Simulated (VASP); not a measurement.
# Ir (Fm-3m) in VASP: notebook

Ir is run at these levels: revPBE; tasks: single point, relaxation of cell and atoms.

All numbers are computed with VASP 6.6.1; they aren't measurements. Logs are shortened: lines on timing, memory, paths and dates and some standing lists are left out, and cuts for length are marked.

### Step 1. The cell of the first run

It takes space group Fm-3m (No. 225, cubic). Conventional cell: a = 3.883 Å, b = 3.883 Å, c = 3.883 Å, α = 90.00°, β = 90.00°, γ = 90.00°. Ir (site symmetry m-3m) has 12 Ir at 2.75 Å within 3.6 Å.

### Step 2. Single point, revPBE

INCAR

```
SYSTEM = Ir
  PREC = Accurate
  ENCUT = 520
  EDIFF = 1E-7
  ISMEAR = -1
  SIGMA = 0.1
  LREAL = .FALSE.
  LASPH = .TRUE.
  NELM = 100
  ALGO = Normal
  ISIF = 2
  LWAVE = .FALSE.
  LCHARG = .FALSE.
  GGA = RE
  NBANDS = 10
```

KPOINTS

```
regular mesh
0
G
  7 7 7
  0 0 0
```

POSCAR

```
Ir
1.0
    0.0000000000      1.9417054382      1.9417054382
    1.9417054382      0.0000000000      1.9417054382
    1.9417054382      1.9417054382      0.0000000000
Ir
1
Direct
    0.0000000000      0.0000000000      0.0000000000
```

Potentials or basis: VASP PAW PBE potentials, release 64 (Ir).

Command:

```sh
> cat potpaw_PBE.64/Ir/POTCAR > POTCAR
> mpirun -np 1 vasp_std > vasp.out
```

OUTCAR:

```text
SYSTEM = Ir
   PREC = Accurate
   ENCUT = 520
   EDIFF = 1E-7
   ISMEAR = -1
   LREAL = .FALSE.
   LASPH = .TRUE.
   NELM = 100
   ISIF = 2
   GGA = RE

 ion  position               nearest neighbor table
   1  0.000  0.000  0.000-

  LATTYP: Found a face centered cubic cell.
 ALAT       =     3.8834108764

  Lattice vectors:

 A1 = (   0.0000000000,   1.9417054382,   1.9417054382)
 A2 = (   1.9417054382,   0.0000000000,   1.9417054382)
 A3 = (   1.9417054382,   1.9417054382,   0.0000000000)

Analysis of symmetry for initial positions (statically):
=====================================================================
 Subroutine PRICEL returns:
 Original cell was already a primitive cell.

 Routine SETGRP: Setting up the symmetry group for a
 face centered cubic supercell.

 Subroutine GETGRP returns: Found 48 space group operations
 (whereof 48 operations were pure point group operations)
 out of a pool of 48 trial point group operations.

The static configuration has the point symmetry O_h .

Analysis of symmetry for dynamics (positions and initial velocities):
=====================================================================
 Subroutine PRICEL returns:
 Original cell was already a primitive cell.

 Routine SETGRP: Setting up the symmetry group for a
 face centered cubic supercell.

 Subroutine GETGRP returns: Found 48 space group operations
 (whereof 48 operations were pure point group operations)
 out of a pool of 48 trial point group operations.

The dynamic configuration has the point symmetry O_h .

 Subroutine INISYM returns: Found 48 space group operations
 (whereof 48 operations are pure point group operations),
 and found     1 'primitive' translations

----------------------------------------------------------------------------------------

                                     Primitive cell

  volume of cell :      14.6413

  direct lattice vectors                    reciprocal lattice vectors
     0.000000000  1.941705438  1.941705438    -0.257505588  0.257505588  0.257505588
     1.941705438  0.000000000  1.941705438     0.257505588 -0.257505588  0.257505588
     1.941705438  1.941705438  0.000000000     0.257505588  0.257505588 -0.257505588

  length of vectors
     2.745986165  2.745986165  2.745986165     0.446012761  0.446012761  0.446012761

  position of ions in fractional coordinates (direct lattice)
     0.000000000  0.000000000  0.000000000

  ion indices of the primitive-cell ions
   primitive index   ion index
                 1           1

----------------------------------------------------------------------------------------

 KPOINTS: regular mesh

Automatic generation of k-mesh.
 Grid dimensions read from file:
 generate k-points for:    7    7    7

 Generating k-lattice:

  Cartesian coordinates                     Fractional coordinates (reciprocal lattice)
    -0.036786513  0.036786513  0.036786513     0.142857143  0.000000000  0.000000000
     0.036786513 -0.036786513  0.036786513     0.000000000  0.142857143  0.000000000
     0.036786513  0.036786513 -0.036786513     0.000000000  0.000000000  0.142857143

  Length of vectors
     0.063716109  0.063716109  0.063716109

  Shift w.r.t. Gamma in fractional coordinates (k-lattice)
     0.000000000  0.000000000  0.000000000

 Subroutine IBZKPT returns following result:
 ===========================================

 Found     20 irreducible k-points:

 Following reciprocal coordinates:
            Coordinates               Weight
  0.000000  0.000000  0.000000      1.000000
  0.142857  0.000000  0.000000      8.000000
  0.285714  0.000000  0.000000      8.000000
  0.428571  0.000000  0.000000      8.000000
  0.142857  0.142857  0.000000      6.000000
  0.285714  0.142857  0.000000     24.000000
[... 12 lines left out ...]
 -0.428571  0.428571  0.142857     24.000000
 -0.285714  0.428571  0.142857     24.000000
   k-points           NKPTS =     20   k-points in BZ     NKDIM =     20   number of bands    NBANDS=     10
   number of dos      NEDOS =    301   number of ions     NIONS =      1
   total plane-waves  NPLWV =   8000
   dimension x,y,z NGX =    20 NGY =   20 NGZ =   20
   dimension x,y,z NGXF=    40 NGYF=   40 NGZF=   40
   ions per type =               1
   NGX,Y,Z   is equivalent  to a cutoff of  12.11, 12.11, 12.11 a.u.
   NGXF,Y,Z  is equivalent  to a cutoff of  24.22, 24.22, 24.22 a.u.
 SYSTEM =  Ir
   PREC   = accura    normal or accurate (medium, high low for compatibility)
   ISTART =      0    job   : 0-new  1-cont  2-samecut
   ICHARG =      2    charge: 1-file 2-atom 10-const
   ISPIN  =      1    spin polarized calculation?
   LNONCOLLINEAR =      F non collinear calculations
   LSORBIT =      F    spin-orbit coupling
   LASPH  =      T    aspherical Exc in radial PAW
   ENCUT  =  520.0 eV  38.22 Ry    6.18 a.u.   5.11  5.11  5.11*2*pi/ulx,y,z
   NELM   =    100;   NELMIN=  2; NELMDL= -5     # of ELM steps
   EDIFF  = 0.1E-06   stopping-criterion for ELM
   LREAL  =      F    real-space projection
   EDIFFG = 0.1E-05   stopping-criterion for IOM
   NSW    =      0    number of steps for IOM
   IBRION =     -1    ionic relax: 0-MD 1-quasi-New 2-CG
   NFREE  =      0    steps in history (QN), initial steepest desc. (CG)
   ISIF   =      2    stress and relaxation
   ISYM   =      2    0-nonsym 1-usesym 2-fastsym
   POTIM  = 0.5000    time-step for ionic-motion
   TEBEG  =    0.0;   TEEND  =   0.0 temperature during run
   PSTRESS=    0.0 pullay stress
   NELECT =       9.0000    total number of electrons
   NUPDOWN=      -1.0000    fix difference up-down
   EMIN   =  10.00;   EMAX   =-10.00  energy-range for DOS
   EFERMI =   0.00;   METHOD = LEGACY
   ISMEAR =    -1;   SIGMA  =   0.10  broadening in eV -4-tet -1-fermi 0-gaus
   EFERMI_NEDOS =   21; number of points for ismear=-14 and -15
   IALGO  =     38    algorithm
   IMIX   =      4    mixing-type and parameters
     AMIX     =   0.40;   BMIX     =  1.00
     AMIX_MAG =   1.60;   BMIX_MAG =  1.00
  volume/ion in A,a.u.               =      14.64        98.80
  Fermi-wavevector in a.u.,A,eV,Ry     =   1.391967  2.630437 26.362275  1.937573
  Thomas-Fermi vector in A             =   2.515755
   LORBIT       =      0    0 simple, 1 ext, 2 COOP (PROOUT), +10 PAW based schemes
   GGA     = RE    functional components
   LHFCALC =     F    Hartree Fock is set to
   AEXX    =    0.0000 exact exchange contribution
   IVDW    =     0    specifies the selected vdW correction
   LEPSILON=     F    determine dielectric tensor
   LRPA    =     F    only Hartree local field effects (RPA)
 non-spin polarized calculation
  energy-cutoff  :      520.00
  volume of cell :       14.64
 maximum number of plane-waves:       411
   NGX = 11   NGY = 11   NGZ = 11

 number of electron       9.0000000 magnetization

 Free energy of the ion-electron system (eV)
  ---------------------------------------------------
  ext. energy  EPLUGINS =         0.00000000
  ---------------------------------------------------
  free energy    TOTEN  =        -8.40227472 eV

  energy without entropy =       -8.38250211  energy(sigma->0) =       -8.39238842

 E-fermi :   9.9485     XC(G=0): -13.7519

 val. band max:        9.8655436567   @ k =   0.2857   0.2857   0.0000
 cond. band min:      10.0017227907   @ k =  -0.4286   0.4286   0.0000
 fundamental gap:      0.1361791341
 Fermi energy:         9.9485013894

 k-point     1 :       0.0000    0.0000    0.0000
  band No.  band energies     occupation
      1      -0.8636      2.00000
      2       6.1978      2.00000
      3       6.1978      2.00000
      4       6.1978      2.00000
      5       8.7426      1.99999
      6       8.7426      1.99999
      7      24.2318      0.00000
      8      29.6417      0.00000
      9      29.6417      0.00000
     10      29.6417      0.00000

 k-point     2 :       0.1429    0.0000    0.0000
  band No.  band energies     occupation
      1      -0.0284      2.00000
      2       5.8271      2.00000
      3       6.5058      2.00000
      4       6.5058      2.00000
      5       8.5970      2.00000
      6       8.5970      2.00000
      7      25.5342      0.00000
      8      26.5779      0.00000
      9      30.9977      0.00000
     10      30.9977      0.00000

 k-point     3 :       0.2857    0.0000    0.0000
  band No.  band energies     occupation
      1       1.6587      2.00000
      2       5.9300      2.00000
      3       6.5471      2.00000
      4       6.5471      2.00000
      5       9.2107      1.99875
      6       9.2107      1.99875
      7      22.4326      0.00000
      8      26.0586      0.00000
      9      33.2070      0.00000
     10      33.2070      0.00000

 k-point     4 :       0.4286    0.0000    0.0000
  band No.  band energies     occupation
      1       2.1429      2.00000
      2       6.1671      2.00000
      3       6.1671      2.00000
      4       8.4195      2.00000
      5      10.4866      0.00917
      6      10.4866      0.00917
      7      17.8694      0.00000
      8      24.0546      0.00000
      9      29.9086      0.00000
     10      29.9086      0.00000
[... 170 lines left out ...]
 k-point    18 :      -0.4286    0.2857    0.1429
  band No.  band energies     occupation
      1       3.8693      2.00000
      2       4.8169      2.00000
      3       5.7503      2.00000
      4       7.9223      2.00000
      5      10.1949      0.15690
      6      14.0622      0.00000
      7      18.1800      0.00000
      8      24.0402      0.00000
      9      25.7098      0.00000
     10      30.4961      0.00000

 k-point    19 :      -0.4286    0.4286    0.1429
  band No.  band energies     occupation
      1       3.3237      2.00000
      2       3.7856      2.00000
      3       6.9814      2.00000
      4       9.4164      1.99027
      5      10.8126      0.00035
      6      14.4373      0.00000
      7      19.3957      0.00000
      8      21.3592      0.00000
      9      23.5407      0.00000
     10      33.3316      0.00000

 k-point    20 :      -0.2857    0.4286    0.1429
  band No.  band energies     occupation
      1       3.9198      2.00000
      2       4.6523      2.00000
      3       5.9011      2.00000
      4       8.3789      2.00000
      5      10.8085      0.00037
      6      16.3244      0.00000
      7      18.4999      0.00000
      8      20.1686      0.00000
      9      23.9651      0.00000
     10      32.5752      0.00000

------------------------ aborting loop because EDIFF is reached ----------------------------------------

  FORCE on cell =-STRESS in cart. coord.  units (eV):
  Direction    XX          YY          ZZ          XY          YZ          ZX
  --------------------------------------------------------------------------------------
  -------------------------------------------------------------------------------------
  Total       -0.0894545     -0.0894545     -0.0894545      0.0000000     -0.0000000      0.0000000
  in kB       -9.7888743     -9.7888743     -9.7888743      0.0000000     -0.0000000      0.0000000
  external PRESSURE =      -9.7888743 kB  Pullay stress =       0.0000000 kB

 VOLUME and BASIS-vectors are now :
 -----------------------------------------------------------------------------
  energy-cutoff  :      520.00
  volume of cell :       14.64
      direct lattice vectors                 reciprocal lattice vectors
     0.000000000  1.941705438  1.941705438    -0.257505588  0.257505588  0.257505588
     1.941705438  0.000000000  1.941705438     0.257505588 -0.257505588  0.257505588
     1.941705438  1.941705438  0.000000000     0.257505588  0.257505588 -0.257505588

 POSITION                                       TOTAL-FORCE (eV/Angst)
 -----------------------------------------------------------------------------------
      0.00000      0.00000      0.00000        -0.000000      0.000000     -0.000000
 -----------------------------------------------------------------------------------
    total drift:                                0.000000      0.000000     -0.000000

  FREE ENERGIE OF THE ION-ELECTRON SYSTEM (eV)
  ---------------------------------------------------
  free  energy   TOTEN  =        -8.4022747215 eV

  energy  without entropy=       -8.3825021138  energy(sigma->0) =       -8.39238842
```

Wall time 4.1 s (1 thread of Intel Xeon 6975P-C, shared host); peak memory 0.12 GiB.

Results:

```yaml
Free_energy: -8.4023 eV
Pressure: -1.0 GPa
```

Caveat: the k points lie up to 0.40 Å⁻¹ apart; the PAW data sets were made with another functional, which shifts forces and pressure a little; spin-orbit coupling is left out, which moves the levels of the heavy elements.

### Step 3. Single point, revPBE

INCAR

```
  PREC = Accurate
  ENCUT = 520
  EDIFF = 1E-7
  ISMEAR = -1
  SIGMA = 0.1
  LREAL = False
  LASPH = True
  NELM = 100
  ALGO = Normal
  ISIF = 2
  LWAVE = False
  LCHARG = True
  GGA = RE
  LELF = True
  LVHAR = True
  NBANDS = 10
```

KPOINTS

```
Automatic mesh
0
Gamma
  14 14 14
```

POSCAR is that of step 2.

Potentials or basis: VASP PAW PBE potentials, release 64 (Ir).

Command:

```sh
> cat potpaw_PBE.64/Ir/POTCAR > POTCAR
> mpirun -np 1 vasp_std > vasp.out
```

OUTCAR:

```text
PREC = Accurate
   ENCUT = 520
   EDIFF = 1E-7
   ISMEAR = -1
   LREAL = False
   LASPH = True
   NELM = 100
   ISIF = 2
   GGA = RE

 ion  position               nearest neighbor table
   1  0.000  0.000  0.000-

  LATTYP: Found a face centered cubic cell.
 ALAT       =     3.8834108764

  Lattice vectors:

 A1 = (   0.0000000000,   1.9417054382,   1.9417054382)
 A2 = (   1.9417054382,   0.0000000000,   1.9417054382)
 A3 = (   1.9417054382,   1.9417054382,   0.0000000000)

Analysis of symmetry for initial positions (statically):
=====================================================================
 Subroutine PRICEL returns:
 Original cell was already a primitive cell.

 Routine SETGRP: Setting up the symmetry group for a
 face centered cubic supercell.

 Subroutine GETGRP returns: Found 48 space group operations
 (whereof 48 operations were pure point group operations)
 out of a pool of 48 trial point group operations.

The static configuration has the point symmetry O_h .

Analysis of symmetry for dynamics (positions and initial velocities):
=====================================================================
 Subroutine PRICEL returns:
 Original cell was already a primitive cell.

 Routine SETGRP: Setting up the symmetry group for a
 face centered cubic supercell.

 Subroutine GETGRP returns: Found 48 space group operations
 (whereof 48 operations were pure point group operations)
 out of a pool of 48 trial point group operations.

The dynamic configuration has the point symmetry O_h .

 Subroutine INISYM returns: Found 48 space group operations
 (whereof 48 operations are pure point group operations),
 and found     1 'primitive' translations

----------------------------------------------------------------------------------------

                                     Primitive cell
[... 110 lines left out ...]
  volume/ion in A,a.u.               =      14.64        98.80
  Fermi-wavevector in a.u.,A,eV,Ry     =   1.391967  2.630437 26.362275  1.937573
  Thomas-Fermi vector in A             =   2.515755
   LORBIT       =      0    0 simple, 1 ext, 2 COOP (PROOUT), +10 PAW based schemes
   GGA     = RE    functional components
   LHFCALC =     F    Hartree Fock is set to
   AEXX    =    0.0000 exact exchange contribution
   IVDW    =     0    specifies the selected vdW correction
   LEPSILON=     F    determine dielectric tensor
   LRPA    =     F    only Hartree local field effects (RPA)
 non-spin polarized calculation
  energy-cutoff  :      520.00
  volume of cell :       14.64
 maximum number of plane-waves:       411
   NGX = 11   NGY = 11   NGZ = 11

 number of electron       9.0000000 magnetization

 Free energy of the ion-electron system (eV)
  ---------------------------------------------------
  ext. energy  EPLUGINS =         0.00000000
  ---------------------------------------------------
  free energy    TOTEN  =        -8.32990921 eV

  energy without entropy =       -8.29345030  energy(sigma->0) =       -8.31167976

 E-fermi :   9.8025     XC(G=0): -13.7554

 val. band max:        9.7917517155   @ k =  -0.2143   0.3571   0.1429
 cond. band min:       9.8035528343   @ k =   0.5000   0.4286   0.0000
 fundamental gap:      0.0118011188
 Fermi energy:         9.8025336030

 k-point     1 :       0.0000    0.0000    0.0000
  band No.  band energies     occupation
      1      -0.8626      2.00000
      2       6.1921      2.00000
      3       6.1921      2.00000
      4       6.1921      2.00000
      5       8.7286      1.99996
      6       8.7286      1.99996
      7      24.2417      0.00000
      8      29.6377      0.00000
      9      29.6377      0.00000
     10      29.6377      0.00000
[... 287 lines left out ...]
 k-point    24 :       0.2857    0.1429    0.0000
  band No.  band energies     occupation
      1       1.8072      2.00000
      2       4.9129      2.00000
      3       6.5481      2.00000
      4       7.2510      2.00000
      5       8.5245      1.99999
      6       9.6268      1.70567
      7      24.5525      0.00000
      8      27.4746      0.00000
      9      29.4413      0.00000
     10      30.5358      0.00000

 [... further k-points ...]

------------------------ aborting loop because EDIFF is reached ----------------------------------------

  FORCE on cell =-STRESS in cart. coord.  units (eV):
  Direction    XX          YY          ZZ          XY          YZ          ZX
  --------------------------------------------------------------------------------------
  -------------------------------------------------------------------------------------
  Total        0.0317710      0.0317710      0.0317710     -0.0000000      0.0000000     -0.0000000
  in kB        3.4766581      3.4766581      3.4766581     -0.0000000      0.0000000     -0.0000000
  external PRESSURE =       3.4766581 kB  Pullay stress =       0.0000000 kB

 VOLUME and BASIS-vectors are now :
 -----------------------------------------------------------------------------
  energy-cutoff  :      520.00
  volume of cell :       14.64
      direct lattice vectors                 reciprocal lattice vectors
     0.000000000  1.941705438  1.941705438    -0.257505588  0.257505588  0.257505588
     1.941705438  0.000000000  1.941705438     0.257505588 -0.257505588  0.257505588
     1.941705438  1.941705438  0.000000000     0.257505588  0.257505588 -0.257505588

 POSITION                                       TOTAL-FORCE (eV/Angst)
 -----------------------------------------------------------------------------------
      0.00000      0.00000      0.00000        -0.000000     -0.000000     -0.000000
 -----------------------------------------------------------------------------------
    total drift:                               -0.000000     -0.000000     -0.000000

  FREE ENERGIE OF THE ION-ELECTRON SYSTEM (eV)
  ---------------------------------------------------
  free  energy   TOTEN  =        -8.3299092117 eV

  energy  without entropy=       -8.2934503017  energy(sigma->0) =       -8.31167976
```

stdout:

```text
POSCAR found type information on POSCAR Ir
 POSCAR found :  1 types and       1 ions
 scaLAPACK will be used
 -----------------------------------------------------------------------------
|                                                                             |
|                                                                             |
|     You enforced a specific xc type in the INCAR file but a different       |
|     I HOPE YOU KNOW WHAT YOU ARE DOING!                                     |
|                                                                             |
 -----------------------------------------------------------------------------

 LDA part: xc-table for (Slater+PW92), standard interpolation
 POSCAR, INCAR and KPOINTS ok, starting setup
 FFT: planning ... GRIDC
 FFT: planning ... GRID_SOFT
 FFT: planning ... GRID
 WAVECAR not read
 entering main loop
```

Run time: 7.7 s. Hardware: 1 thread of AMD EPYC 9R45 (Zen 5), shared host; peak memory 0.1 GiB.

Results:

```yaml
Free_energy: -8.3299 eV
Pressure: 0.3 GPa
```

Caveat: the PAW data sets were made with another functional, which shifts forces and pressure a little; spin-orbit coupling is left out, which moves the levels of the heavy elements.

[end of part 1 of 2]
